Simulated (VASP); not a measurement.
Write the native input for VASP 6.6.1 that does the following.

```
Task                   : single point
Functional             : LDA
Potentials or basis    : VASP PAW LDA potentials, release 64 (Re_sv_GW)
Cutoff                 : 560 eV
k mesh                 : 13 × 13 × 7
Occupations            : gaussian, width 0.01 eV
Spin                   : no spin polarisation
Dipole correction      : no
Further INCAR settings : ALGO = Normal; EDIFF = 1e-06; NBANDS = 22
```

The structure of Re lies in POSCAR:

```
Re
1.0
    2.7391880258      0.0000000000      0.0000000000
   -1.3695940129      2.3722064161      0.0000000000
    0.0000000000      0.0000000000      4.4118668232
Re
2
Direct
    0.3333333333      0.6666666667      0.2500000000
    0.6666666667      0.3333333333      0.7500000000
```

The input as run:

INCAR

```
SYSTEM = Re
PREC = Accurate
ENCUT = 560
EDIFF = 1E-6
ISMEAR = 0
SIGMA = 0.01
LREAL = .FALSE.
LASPH = .TRUE.
NELM = 120
ALGO = Normal
ISIF = 2
LWAVE = .FALSE.
LCHARG = .FALSE.
NBANDS = 22
GGA_COMPAT = .FALSE.
```

KPOINTS

```
regular mesh
0
G
  13 13 7
  0 0 0
```

Potentials or basis: VASP PAW LDA potentials, release 64 (Re_sv_GW).

Run with:

```console
$ cat potpaw_LDA.64/Re_sv_GW/POTCAR > POTCAR
$ mpirun -np 1 vasp_std > vasp.out
```

Results of the run:

* Pressure: -0.3 GPa
* Band gap on the k mesh: zero (bands 15 and 16 overlap by 3.05 eV)

Caveat: spin-orbit coupling is left out, which moves the levels of the heavy elements.

It took 45 s on 1 thread of Intel(R) Xeon(R) Platinum 8375C CPU @ 2.90GHz (Ice Lake) (shared host), peak memory 0.18 GiB.
